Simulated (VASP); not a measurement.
# CaICl in VASP: further runs

The runs below take CaICl through single point, with PBE.

All numbers are computed with VASP 6.6.1; they aren't measurements. Logs are shortened: lines on timing, memory, paths and dates and some standing lists are left out, and cuts for length are marked.

### 1 The cell of the first run

The cell holds a sheet with vacuum, 3 atoms: a = 3.687 Å, b = 3.687 Å, c = 18.000 Å, α = 90.00°, β = 90.00°, γ = 120.00°.

### 2 Single point, PBE

The input, INCAR:

```
ALGO = Normal
DIPOL = 0.5 0.5 0.504
EDIFF = 1E-6
ENCUT = 520
GGA = PE
IDIPOL = 3
ISIF = 2
ISMEAR = 0
LASPH = True
LCHARG = False
LDIPOL = True
LREAL = False
LWAVE = False
NBANDS = 19
NELM = 100
PREC = Accurate
SIGMA = 0.1
```

The input, KPOINTS:

```
k-points
0
Gamma
  6 6 1
```

The input, POSCAR:

```
CaICl
1.0
    3.6865730300      0.0000000000      0.0000000000
   -1.8432865100      3.1926657200      0.0000000000
    0.0000000000      0.0000000000     18.0000000000
Ca I Cl
1 1 1
Direct
    0.0000000000      0.0000000000      0.5123333300
    0.3333333300      0.6666666700      0.4076688800
    0.3333333300      0.6666666700      0.5923311200
```

Potentials or basis: VASP PAW PBE potentials, release 64 (Ca_sv, I, Cl).

Command:

```sh
$ cat potpaw_PBE.64/Ca_sv/POTCAR potpaw_PBE.64/I/POTCAR potpaw_PBE.64/Cl/POTCAR > POTCAR
$ mpirun -np 1 vasp_std > vasp.out
```

OUTCAR:

```text
EDIFF = 1E-6
   ENCUT = 520
   GGA = PE
   ISIF = 2
   ISMEAR = 0
   LASPH = True
   LREAL = False
   NELM = 100
   PREC = Accurate

 ion  position               nearest neighbor table
   1  0.000  0.000  0.512-   3 2.57   3 2.57   3 2.57   2 2.84   2 2.84   2 2.84
   2  0.333  0.667  0.408-   1 2.84   1 2.84   1 2.84
   3  0.333  0.667  0.592-   1 2.57   1 2.57   1 2.57

  LATTYP: Found a hexagonal cell.
 ALAT       =     3.6865730300
 C/A-ratio  =     4.8825833243

  Lattice vectors:

 A1 = (   3.6865730300,   0.0000000000,   0.0000000000)
 A2 = (  -1.8432865100,   3.1926657200,   0.0000000000)
 A3 = (   0.0000000000,   0.0000000000,  18.0000000000)

Analysis of symmetry for initial positions (statically):
=====================================================================
 Subroutine PRICEL returns:
 Original cell was already a primitive cell.

 Routine SETGRP: Setting up the symmetry group for a
 hexagonal supercell.

 Subroutine GETGRP returns: Found  6 space group operations
 (whereof  6 operations were pure point group operations)
 out of a pool of 24 trial point group operations.

The static configuration has the point symmetry C_3v.

Analysis of symmetry for dynamics (positions and initial velocities):
=====================================================================
 Subroutine PRICEL returns:
 Original cell was already a primitive cell.

 Routine SETGRP: Setting up the symmetry group for a
 hexagonal supercell.

 Subroutine GETGRP returns: Found  6 space group operations
 (whereof  6 operations were pure point group operations)
 out of a pool of 24 trial point group operations.

The dynamic configuration has the point symmetry C_3v.

 Subroutine INISYM returns: Found  6 space group operations
 (whereof  6 operations are pure point group operations),
 and found     1 'primitive' translations

----------------------------------------------------------------------------------------

                                     Primitive cell

  volume of cell :     211.8599

  direct lattice vectors                    reciprocal lattice vectors
     3.686573030  0.000000000  0.000000000     0.271254629  0.156608941  0.000000000
    -1.843286510  3.192665720  0.000000000     0.000000000  0.313217884  0.000000000
     0.000000000  0.000000000 18.000000000     0.000000000  0.000000000  0.055555556

  length of vectors
     3.686573030  3.686572874 18.000000000     0.313217870  0.313217884  0.055555556

[... 70 lines left out ...]
   ISIF   =      2    stress and relaxation
   ISYM   =      2    0-nonsym 1-usesym 2-fastsym
   POTIM  = 0.5000    time-step for ionic-motion
   TEBEG  =    0.0;   TEEND  =   0.0 temperature during run
   PSTRESS=    0.0 pullay stress
   NELECT =      24.0000    total number of electrons
   NUPDOWN=      -1.0000    fix difference up-down
   EMIN   =  10.00;   EMAX   =-10.00  energy-range for DOS
   EFERMI =   0.00;   METHOD = LEGACY
   ISMEAR =     0;   SIGMA  =   0.10  broadening in eV -4-tet -1-fermi 0-gaus
   EFERMI_NEDOS =   21; number of points for ismear=-14 and -15
   IALGO  =     38    algorithm
   IMIX   =      4    mixing-type and parameters
     AMIX     =   0.40;   BMIX     =  1.00
     AMIX_MAG =   1.60;   BMIX_MAG =  1.00
  volume/ion in A,a.u.               =      70.62       476.57
  Fermi-wavevector in a.u.,A,eV,Ry     =   0.792129  1.496906  8.537215  0.627468
  Thomas-Fermi vector in A             =   1.897806
   LORBIT       =      0    0 simple, 1 ext, 2 COOP (PROOUT), +10 PAW based schemes
   GGA     = PE    functional components
   LHFCALC =     F    Hartree Fock is set to
   AEXX    =    0.0000 exact exchange contribution
   IVDW    =     0    specifies the selected vdW correction
   LEPSILON=     F    determine dielectric tensor
   LRPA    =     F    only Hartree local field effects (RPA)
 non-spin polarized calculation
 Gauss-broadening in eV      SIGMA  =   0.10
  energy-cutoff  :      520.00
  volume of cell :      211.86
 maximum number of plane-waves:      5723
 NGX is ok and might be reduce to    28
   NGX = 13   NGY = 13   NGZ = 67

 dipolmoment           0.000000      0.000000      0.000414 electrons x Angstroem

 number of electron      23.9999998 magnetization

 dipolmoment           0.000000      0.000000     -0.001619 electrons x Angstroem

 Free energy of the ion-electron system (eV)
  ---------------------------------------------------
  ext. energy  EPLUGINS =         0.00000000
  ---------------------------------------------------
  free energy    TOTEN  =        -9.79488331 eV

  energy without entropy =       -9.79488331  energy(sigma->0) =       -9.79488331

 E-fermi :  -1.5632     XC(G=0):  -3.8334

 val. band max:       -2.1072027350   @ k =   0.0000   0.0000   0.0000
 cond. band min:       0.2259136097   @ k =   0.5000   0.0000   0.0000
 fundamental gap:      2.3331163447
 Fermi energy:        -1.5632255700

 k-point     1 :       0.0000    0.0000    0.0000
  band No.  band energies     occupation
      1     -41.7244      2.00000
      2     -22.9678      2.00000
      3     -22.7782      2.00000
      4     -22.7782      2.00000
      5     -17.5124      2.00000
      6     -14.6778      2.00000
[... 131 lines left out ...]
      6     -13.6549      2.00000
[... 11 lines left out ...]
     18       4.9984      0.00000
     19       5.4098      0.00000

------------------------ aborting loop because EDIFF is reached ----------------------------------------

 vacuum level on the upper side and lower side of the slab       (xc-potential included)        -0.137        -0.116

  FORCE on cell =-STRESS in cart. coord.  units (eV):
  Direction    XX          YY          ZZ          XY          YZ          ZX
  --------------------------------------------------------------------------------------
  -------------------------------------------------------------------------------------
  Total        8.0545719      8.0545710      6.8486101      0.0000000      0.0000000     -0.0000000
  in kB       60.9121950     60.9121883     51.7921844      0.0000001      0.0000000     -0.0000000
  external PRESSURE =      57.8721893 kB  Pullay stress =       0.0000000 kB

 VOLUME and BASIS-vectors are now :
 -----------------------------------------------------------------------------
  energy-cutoff  :      520.00
  volume of cell :      211.86
      direct lattice vectors                 reciprocal lattice vectors
     3.686573030  0.000000000  0.000000000     0.271254629  0.156608941  0.000000000
    -1.843286510  3.192665720  0.000000000     0.000000000  0.313217884  0.000000000
     0.000000000  0.000000000 18.000000000     0.000000000  0.000000000  0.055555556

 POSITION                                       TOTAL-FORCE (eV/Angst)
 -----------------------------------------------------------------------------------
      0.00000      0.00000      9.22200        -0.000000      0.000000      0.572046
     -0.00000      2.12844      7.33804        -0.000000      0.000000     -2.315074
     -0.00000      2.12844     10.66196         0.000000     -0.000000      1.743028
 -----------------------------------------------------------------------------------
    total drift:                                0.000027     -0.000016      0.000066

  FREE ENERGIE OF THE ION-ELECTRON SYSTEM (eV)
  ---------------------------------------------------
  free  energy   TOTEN  =        -9.7948833092 eV

  energy  without entropy=       -9.7948833092  energy(sigma->0) =       -9.79488331

 vacuum level on the upper side and lower side of the slab         3.481         3.495
```

stdout:

```text
POSCAR found type information on POSCAR CaI Cl
 POSCAR found :  3 types and       3 ions
 scaLAPACK will be used
 LDA part: xc-table for (Slater+PW92), standard interpolation
 POSCAR, INCAR and KPOINTS ok, starting setup
 FFT: planning ... GRIDC
 FFT: planning ... GRID_SOFT
 FFT: planning ... GRID
 WAVECAR not read
 entering main loop
```

Run time: 28 s. Hardware: 1 thread of AMD EPYC 9R45 (Zen 5), shared host; peak memory 0.3 GiB.

What came out:

* Free energy: -9.7949 eV
* Largest force: 2.315 eV/Å
* Band gap on the k mesh: 2.33 eV (least direct gap 3.31 eV)

Forces in eV/Å, atoms in the order of the input:
```
Ca   0.000  0.000  0.572
I    0.000  0.000 -2.315
Cl   0.000  0.000  1.743
```

Levels at points of the mesh, in eV from the valence-band top:
```csv
k point,band 10,band 11,band 12,band 13,band 14,band 15
"(0.00, 0.00, 0.00)",-2.03,0.00,0.00,3.64,4.53,4.88
"(0.50, 0.00, 0.00)",-3.30,-1.51,-0.97,2.33,5.17,5.75
```

Caveat: spin-orbit coupling is left out, which moves the levels of the heavy elements.

### 3 Single point, PBE

The input, INCAR:

```
SYSTEM = CaICl
ALGO     = Normal         ! electronic algorithm
DIPOL    = 0.5 0.5 0.504
EDIFF    = 1E-6           ! SCF threshold, eV
ENCUT    = 520            ! plane-wave cutoff, eV
GGA      = PE             ! functional
IDIPOL   = 3            
ISIF     = 2              ! what is computed and relaxed
ISMEAR   = 0              ! smearing method
LASPH    = .True.         ! aspherical terms in the spheres
LCHARG   = .False.        ! write CHGCAR
LDIPOL   = .True.       
LREAL    = .False.        ! projectors in reciprocal space
LWAVE    = .False.        ! write WAVECAR
NBANDS   = 19             ! bands
NELM     = 60             ! most SCF steps
PREC     = Accurate       ! precision mode
SIGMA    = 0.1            ! smearing width, eV
```

The input, KPOINTS:

```
k-points
0
Gamma
  6 6 1
  0 0 0
```

POSCAR is that of step 2.

Potentials or basis: VASP PAW PBE potentials, release 64 (Ca_sv, I, Cl).

Command:

```sh
$ cat potpaw_PBE.64/Ca_sv/POTCAR potpaw_PBE.64/I/POTCAR potpaw_PBE.64/Cl/POTCAR > POTCAR
$ mpirun -np 1 vasp_std > vasp.out
```

OUTCAR:

```text
SYSTEM = CaICl
   EDIFF = 1E-6
   ENCUT = 520
   GGA = PE
   ISIF = 2
   ISMEAR = 0
   LASPH = .True.
   LREAL = .False.
   NELM = 60
   PREC = Accurate

 ion  position               nearest neighbor table
   1  0.000  0.000  0.512-   3 2.57   3 2.57   3 2.57   2 2.84   2 2.84   2 2.84
   2  0.333  0.667  0.408-   1 2.84   1 2.84   1 2.84
   3  0.333  0.667  0.592-   1 2.57   1 2.57   1 2.57

  LATTYP: Found a hexagonal cell.
 ALAT       =     3.6865730300
 C/A-ratio  =     4.8825833243

  Lattice vectors:

 A1 = (   3.6865730300,   0.0000000000,   0.0000000000)
 A2 = (  -1.8432865100,   3.1926657200,   0.0000000000)
 A3 = (   0.0000000000,   0.0000000000,  18.0000000000)

Analysis of symmetry for initial positions (statically):
=====================================================================
 Subroutine PRICEL returns:
 Original cell was already a primitive cell.

 Routine SETGRP: Setting up the symmetry group for a
 hexagonal supercell.

 Subroutine GETGRP returns: Found  6 space group operations
 (whereof  6 operations were pure point group operations)
[... 154 lines left out ...]

 val. band max:       -2.1072027350   @ k =   0.0000   0.0000   0.0000
 cond. band min:       0.2259136097   @ k =   0.5000   0.0000   0.0000
 fundamental gap:      2.3331163447
 Fermi energy:        -1.5632255700

 k-point     1 :       0.0000    0.0000    0.0000
  band No.  band energies     occupation
      1     -41.7244      2.00000
      2     -22.9678      2.00000
      3     -22.7782      2.00000
      4     -22.7782      2.00000
      5     -17.5124      2.00000
      6     -14.6778      2.00000
[... 131 lines left out ...]
      6     -13.6549      2.00000
[... 11 lines left out ...]
     18       4.9984      0.00000
     19       5.4098      0.00000

------------------------ aborting loop because EDIFF is reached ----------------------------------------

 vacuum level on the upper side and lower side of the slab       (xc-potential included)        -0.137        -0.116

  FORCE on cell =-STRESS in cart. coord.  units (eV):
  Direction    XX          YY          ZZ          XY          YZ          ZX
  --------------------------------------------------------------------------------------
  -------------------------------------------------------------------------------------
  Total        8.0545719      8.0545710      6.8486101      0.0000000      0.0000000     -0.0000000
  in kB       60.9121950     60.9121883     51.7921844      0.0000001      0.0000000     -0.0000000
  external PRESSURE =      57.8721893 kB  Pullay stress =       0.0000000 kB

 VOLUME and BASIS-vectors are now :
 -----------------------------------------------------------------------------
  energy-cutoff  :      520.00
  volume of cell :      211.86
      direct lattice vectors                 reciprocal lattice vectors
     3.686573030  0.000000000  0.000000000     0.271254629  0.156608941  0.000000000
    -1.843286510  3.192665720  0.000000000     0.000000000  0.313217884  0.000000000
     0.000000000  0.000000000 18.000000000     0.000000000  0.000000000  0.055555556

 POSITION                                       TOTAL-FORCE (eV/Angst)
 -----------------------------------------------------------------------------------
      0.00000      0.00000      9.22200        -0.000000      0.000000      0.572046
     -0.00000      2.12844      7.33804        -0.000000      0.000000     -2.315074
     -0.00000      2.12844     10.66196         0.000000     -0.000000      1.743028
 -----------------------------------------------------------------------------------
    total drift:                                0.000027     -0.000016      0.000066

  FREE ENERGIE OF THE ION-ELECTRON SYSTEM (eV)
  ---------------------------------------------------
  free  energy   TOTEN  =        -9.7948833092 eV

  energy  without entropy=       -9.7948833092  energy(sigma->0) =       -9.79488331

 vacuum level on the upper side and lower side of the slab         3.481         3.495
```

OSZICAR:

```text
N       E                     dE             d eps       ncg     rms          rms(c)
DAV:   1     0.189319230071E+03    0.18932E+03   -0.10354E+04   298   0.987E+02
DAV:   2     0.900055591685E+01   -0.18032E+03   -0.17710E+03   357   0.238E+02
DAV:   3    -0.925270034812E+01   -0.18253E+02   -0.18163E+02   393   0.683E+01
[... 14 lines left out ...]
DAV:  18    -0.979485002458E+01   -0.35391E-04   -0.13639E-06   347   0.433E-03    0.427E-03
DAV:  19    -0.979487265616E+01   -0.22632E-04   -0.11353E-06   331   0.381E-03    0.103E-03
DAV:  20    -0.979488107750E+01   -0.84213E-05   -0.45631E-07   302   0.199E-03    0.814E-04
DAV:  21    -0.979488304599E+01   -0.19685E-05   -0.99291E-08   312   0.873E-04    0.566E-04
DAV:  22    -0.979488330916E+01   -0.26317E-06   -0.11010E-08   276   0.385E-04
   1 F= -.97948833E+01 E0= -.97948833E+01  d E =-.441462E-15
```

stdout:

```text
POSCAR found type information on POSCAR CaI Cl
 POSCAR found :  3 types and       3 ions
 scaLAPACK will be used
 LDA part: xc-table for (Slater+PW92), standard interpolation
 POSCAR, INCAR and KPOINTS ok, starting setup
 FFT: planning ... GRIDC
 FFT: planning ... GRID_SOFT
 FFT: planning ... GRID
 WAVECAR not read
 entering main loop
```

It took 27 s on 1 thread of AMD EPYC 9R45 (Zen 5), shared host; peak memory 0.3 GiB.

Results:

* Free energy: -9.7949 eV
* Largest force: 2.315 eV/Å
* Band gap on the k mesh: 2.33 eV (least direct gap 3.31 eV)

Forces on the atoms (eV/Å):
```
Ca   0.000  0.000  0.572
I    0.000  0.000 -2.315
Cl   0.000  0.000  1.743
```

Levels at points of the mesh, in eV from the valence-band top:
```tsv
k point	band 8	band 9	band 10	band 11	band 12	band 13	band 14	band 15	band 16	band 17
(0.00, 0.00, 0.00)	-3.07	-3.07	-2.03	0.00	0.00	3.64	4.53	4.88	4.88	5.13
(0.50, 0.00, 0.00)	-3.94	-3.75	-3.30	-1.51	-0.97	2.33	5.17	5.75	6.11	6.42
```

Caveat: spin-orbit coupling is left out, which moves the levels of the heavy elements.

### 4 Single point, PBE

This run uses another cell than the first one.

The input, INCAR:

```
PREC = Accurate
ENCUT = 520
EDIFF = 1E-7
ISMEAR = 0
SIGMA = 0.1
LREAL = False
LASPH = True
NELM = 100
ALGO = Normal
ISIF = 2
LWAVE = False
LCHARG = False
LDIPOL = True
IDIPOL = 3
DIPOL = 0.5 0.5 0.298
GGA = PE
NBANDS = 19
```

The input, KPOINTS:

```
regular mesh
0
Gamma
  6 6 1
```

The input, POSCAR:

```
CaICl
1.0
    4.1649383974     -0.0000000033      0.0000000000
   -2.0824691959      3.6069424590      0.0000000000
    0.0000000000      0.0000000000     30.4478406400
Ca I Cl
1 1 1
Direct
    0.0000000000      0.0000000000      0.3039916744
    0.3333333333      0.6666666667      0.2368407906
    0.3333333333      0.6666666667      0.3532210826
```

Command:

```sh
$ cat potpaw_PBE.64/Ca_sv/POTCAR potpaw_PBE.64/I/POTCAR potpaw_PBE.64/Cl/POTCAR > POTCAR
$ mpirun -np 1 vasp_std > vasp.out
```

It took 64 s on 1 thread of AMD EPYC 9R45 (Zen 5), shared host; peak memory 0.54 GiB.

The run converged. Its results:

* Free energy: -10.8923 eV
* Largest force: 0.019 eV/Å
* Band gap on the k mesh: 3.08 eV (least direct gap 3.65 eV)

Forces on the atoms (eV/Å):
```
Ca   0.000  0.000 -0.002
I    0.000  0.000 -0.017
Cl   0.000  0.000  0.019
```

Levels at points of the mesh, in eV from the valence-band top:
| k point | band 8 | band 9 | band 10 | band 11 | band 12 | band 13 | band 14 | band 15 | band 16 | band 17 |
| --- | --- | --- | --- | --- | --- | --- | --- | --- | --- | --- |
| (0.00, 0.00, 0.00) | -2.46 | -2.46 | -1.09 | 0.00 | 0.00 | 3.70 | 4.29 | 4.64 | 4.64 | 4.92 |
| (0.50, 0.00, 0.00) | -2.81 | -2.60 | -2.33 | -0.77 | -0.57 | 3.08 | 5.04 | 5.30 | 5.38 | 5.64 |

Caveat: spin-orbit coupling is left out, which moves the levels of the heavy elements.

### 5 Single point, PBE

This run uses another cell than the first one.

The input, INCAR:

```
  PREC = Accurate
  ENCUT = 520
  EDIFF = 1E-6
  ISMEAR = 0
  SIGMA = 0.02
  LREAL = False
  LASPH = True
  NELM = 60
  ALGO = Normal
  ISIF = 2
  LWAVE = False
  LCHARG = True
  LDIPOL = True
  IDIPOL = 3
  DIPOL = 0.5 0.5 0.298
  GGA = PE
  LELF = True
  LVHAR = True
  LVACPOTAV = True
  NBANDS = 19
```

KPOINTS is that of step 4.

The input, POSCAR:

```
CaICl
1.0
    4.1661711045     -0.0000000033      0.0000000000
   -2.0830855494      3.6080100147      0.0000000000
    0.0000000000      0.0000000000     30.4478406400
Ca I Cl
1 1 1
Direct
    0.0000000000      0.0000000000      0.3039852271
    0.3333333333      0.6666666667      0.2368399706
    0.3333333333      0.6666666667      0.3532283499
```

Command:

```sh
$ cat potpaw_PBE.64/Ca_sv/POTCAR potpaw_PBE.64/I/POTCAR potpaw_PBE.64/Cl/POTCAR > POTCAR
$ mpirun -np 1 vasp_std > vasp.out
```

It took 59 s on 1 thread of AMD EPYC 9R45 (Zen 5), shared host; peak memory 0.54 GiB.

It converged, with:

```yaml
Free_energy: -10.8923 eV
Largest_force: 0.016 eV/Å
Band_gap_on_the_k_mesh: 3.08 eV (least direct gap 3.65 eV)
```

Forces in eV/Å, atoms in the order of the input:
```
Ca   0.000  0.000  0.000
I    0.000  0.000 -0.016
Cl   0.000  0.000  0.016
```

Levels at points of the mesh, in eV from the valence-band top:
| k point | band 9 | band 10 | band 11 | band 12 | band 13 | band 14 | band 15 | band 16 |
| --- | --- | --- | --- | --- | --- | --- | --- | --- |
| (0.00, 0.00, 0.00) | -2.46 | -1.09 | 0.00 | 0.00 | 3.70 | 4.29 | 4.65 | 4.65 |
| (0.50, 0.00, 0.00) | -2.59 | -2.32 | -0.77 | -0.57 | 3.08 | 5.04 | 5.30 | 5.38 |

Caveat: spin-orbit coupling is left out, which moves the levels of the heavy elements.

### 6 Summary

```csv
cell,smearing,gap on the mesh (eV),largest force (eV/Å)
"a = 3.687, b = 3.687, c = 18.000 Å, angles 90.0, 90.0, 120.0°, 3 atoms, atomic positions A",gaussian 0.1 eV,2.33,2.32
"a = 4.165, b = 4.165, c = 30.448 Å, angles 90.0, 90.0, 120.0°, 3 atoms, atomic positions B",gaussian 0.1 eV,3.08,0.02
"a = 4.166, b = 4.166, c = 30.448 Å, angles 90.0, 90.0, 120.0°, 3 atoms, atomic positions B",gaussian 0.02 eV,3.08,0.02
```

Alike in all rows: task single point; level PBE; potentials or basis VASP PAW PBE potentials, release 64 (Ca_sv, I, Cl); no spin polarisation; k mesh 6 × 6 × 1; cutoff (eV) 520.

Caveats: spin-orbit coupling is left out, which moves the levels of the heavy elements.

Total energies depend on the potentials used, so only differences within one code and one set of settings carry meaning.
